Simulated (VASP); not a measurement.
# P (Cmce) in VASP: notebook, part 2 of 2

VASP 6.6.1. The steps go on from the part before.

**3. Single point, LDA**

Contents of INCAR:

```
  ALGO = Normal
  EDIFF = 1E-7
  ENCUT = 520
  ISIF = 2
  ISMEAR = 0
  LASPH = True
  LCHARG = False
  LREAL = False
  LWAVE = False
  NBANDS = 18
  NELM = 80
  PREC = Accurate
  SIGMA = 0.05
```

Contents of KPOINTS:

```
k-points
0
Gamma
  14 14 10
```

Contents of POSCAR:

```
P
1.0
    1.6531049548     -5.0840218645      0.0000000000
    1.6531049548      5.0840218645      0.0000000000
    0.0000000000      0.0000000000      4.1431715733
P
4
Direct
    0.3936060749      0.6063939251      0.5716379727
    0.6063939251      0.3936060749      0.4283620273
    0.8936060749      0.1063939251      0.9283620273
    0.1063939251      0.8936060749      0.0716379727
```

Potentials or basis: VASP PAW LDA potentials, release 64 (P).

The run is started by

```sh
> cat potpaw_LDA.64/P/POTCAR > POTCAR
> mpirun -np 1 vasp_std > vasp.out
```

OUTCAR:

```text
EDIFF = 1E-7
   ENCUT = 520
   ISIF = 2
   ISMEAR = 0
   LASPH = True
   LREAL = False
   NELM = 80
   PREC = Accurate

 ion  position               nearest neighbor table
   1  0.394  0.606  0.572-   3 2.22   3 2.22   2 2.24
   2  0.606  0.394  0.428-   4 2.22   4 2.22   1 2.24
   3  0.894  0.106  0.928-   1 2.22   1 2.22   4 2.24
   4  0.106  0.894  0.072-   2 2.22   2 2.22   3 2.24

  LATTYP: Found a base centered orthorhombic cell.
 ALAT       =     3.3062099096
 B/A-ratio  =     3.0754380414
 C/A-ratio  =     1.2531483743

  Lattice vectors:

 A1 = (   1.6531049548,  -5.0840218645,   0.0000000000)
 A2 = (   1.6531049548,   5.0840218645,   0.0000000000)
 A3 = (   0.0000000000,   0.0000000000,   4.1431715733)

Analysis of symmetry for initial positions (statically):
=====================================================================
 Subroutine PRICEL returns:
 Original cell was already a primitive cell.

 Routine SETGRP: Setting up the symmetry group for a
 base centered orthorhombic supercell.

 Subroutine GETGRP returns: Found  8 space group operations
[... 172 lines left out ...]

 val. band max:        7.4353654931   @ k =   0.5000   0.3571   0.0000
 cond. band min:       7.4507887628   @ k =  -0.4286   0.0714   0.0000
 fundamental gap:      0.0154232696
 Fermi energy:         7.4488503245

 k-point     1 :       0.0000    0.0000    0.0000
  band No.  band energies     occupation
      1      -8.5973      2.00000
      2      -5.2005      2.00000
      3      -1.6181      2.00000
      4       0.0724      2.00000
      5       2.2886      2.00000
      6       3.3236      2.00000
[... 481 lines left out ...]
      5       1.8488      2.00000
      6       2.3519      2.00000
[... 10 lines left out ...]
     17      13.8128      0.00000
     18      15.2360      0.00000

 [... further k-points ...]

------------------------ aborting loop because EDIFF is reached ----------------------------------------

  FORCE on cell =-STRESS in cart. coord.  units (eV):
  Direction    XX          YY          ZZ          XY          YZ          ZX
  --------------------------------------------------------------------------------------
  -------------------------------------------------------------------------------------
  Total       -0.1151898     -0.1833156     -0.1484718      0.0000000     -0.0000000      0.0000000
  in kB       -2.6500481     -4.2173464     -3.4157316      0.0000000     -0.0000000      0.0000000
  external PRESSURE =      -3.4277087 kB  Pullay stress =       0.0000000 kB

 VOLUME and BASIS-vectors are now :
 -----------------------------------------------------------------------------
  energy-cutoff  :      520.00
  volume of cell :       69.64
      direct lattice vectors                 reciprocal lattice vectors
     1.653104955 -5.084021865  0.000000000     0.302461134 -0.098347335  0.000000000
     1.653104955  5.084021865  0.000000000     0.302461134  0.098347335  0.000000000
     0.000000000  0.000000000  4.143171573     0.000000000  0.000000000  0.241360992

 POSITION                                       TOTAL-FORCE (eV/Angst)
 -----------------------------------------------------------------------------------
      1.65310      1.08182      2.36839         0.000000     -0.041437      0.029473
      1.65310     -1.08182      1.77478         0.000000      0.041437     -0.029473
      1.65310     -4.00220      3.84636         0.000000     -0.041437     -0.029473
      1.65310      4.00220      0.29681         0.000000      0.041437      0.029473
 -----------------------------------------------------------------------------------
    total drift:                                0.000000     -0.000000      0.000000

  FREE ENERGIE OF THE ION-ELECTRON SYSTEM (eV)
  ---------------------------------------------------
  free  energy   TOTEN  =       -24.1158213019 eV

  energy  without entropy=      -24.1156104893  energy(sigma->0) =      -24.11571590
```

OSZICAR:

```text
N       E                     dE             d eps       ncg     rms          rms(c)
DAV:   1     0.514247337856E+02    0.51425E+02   -0.84098E+03 12312   0.953E+02
DAV:   2    -0.209549850109E+02   -0.72380E+02   -0.69659E+02 16392   0.151E+02
DAV:   3    -0.243155550008E+02   -0.33606E+01   -0.33336E+01 16302   0.322E+01
DAV:   4    -0.243483057824E+02   -0.32751E-01   -0.32725E-01 15952   0.385E+00
DAV:   5    -0.243487715283E+02   -0.46575E-03   -0.46567E-03 15822   0.439E-01    0.107E+01
DAV:   6    -0.241858644440E+02    0.16291E+00   -0.77783E-02 14506   0.147E+00    0.625E+00
DAV:   7    -0.241167442015E+02    0.69120E-01   -0.12830E-01 14962   0.185E+00    0.335E-01
DAV:   8    -0.241158257490E+02    0.91845E-03   -0.13373E-02 13844   0.681E-01    0.173E-01
DAV:   9    -0.241158360575E+02   -0.10309E-04   -0.65072E-04 15916   0.148E-01    0.843E-02
DAV:  10    -0.241158217975E+02    0.14260E-04   -0.96155E-05 14914   0.495E-02    0.371E-02
DAV:  11    -0.241158212854E+02    0.51212E-06   -0.99430E-06 14254   0.195E-02    0.965E-03
DAV:  12    -0.241158213019E+02   -0.16496E-07   -0.55179E-07 15630   0.429E-03
   1 F= -.24115821E+02 E0= -.24115716E+02  d E =-.210813E-03
```

Run time: 11 min. Hardware: 1 thread of Intel Xeon 8259CL, shared host; peak memory 0.39 GiB.

Results:

```yaml
Free_energy: -24.1158 eV
Pressure: -0.3 GPa
Largest_force: 0.051 eV/Å
Band_gap_on_the_k_mesh: zero (bands 10 and 11 overlap by 0.33 eV)
```

Forces in eV/Å, atoms in the order of the input:
```
P    0.000 -0.041  0.029
P    0.000  0.041 -0.029
P    0.000 -0.041 -0.029
P    0.000  0.041  0.029
```

Stress tensor (GPa, compression positive):
```
-0.27  0.00  0.00
 0.00 -0.42  0.00
 0.00  0.00 -0.34
```

Levels at points of the mesh, in eV from the Fermi level:
```
           k point  band 6  band 7  band 8  band 9  band 10  band 11  band 12  band 13  band 14  band 15
(0.00, 0.00, 0.00)   -4.13   -4.06   -2.90   -2.64    -1.35     1.01     1.22     1.89     3.52     5.52
(0.50, 0.00, 0.00)   -5.01   -3.20   -3.20   -2.63    -2.63     0.74     0.74     1.06     1.06     3.38
(0.50, 0.50, 0.00)   -5.17   -4.35   -2.13   -1.84    -0.45     0.50     0.67     2.50     3.22     5.75
(0.00, 0.00, 0.50)   -5.21   -3.05   -3.05   -0.81    -0.81     1.50     1.50     2.23     2.23     5.36
(0.50, 0.00, 0.50)   -5.93   -5.80   -5.80   -2.09    -2.09     1.55     1.55     4.82     4.82     6.31
(0.50, 0.50, 0.50)   -3.14   -2.40   -2.40   -1.20    -1.20     1.30     1.30     2.76     2.76     2.81
```

The gap in the log of VASP goes by the Fermi energy; the results here count the filled bands.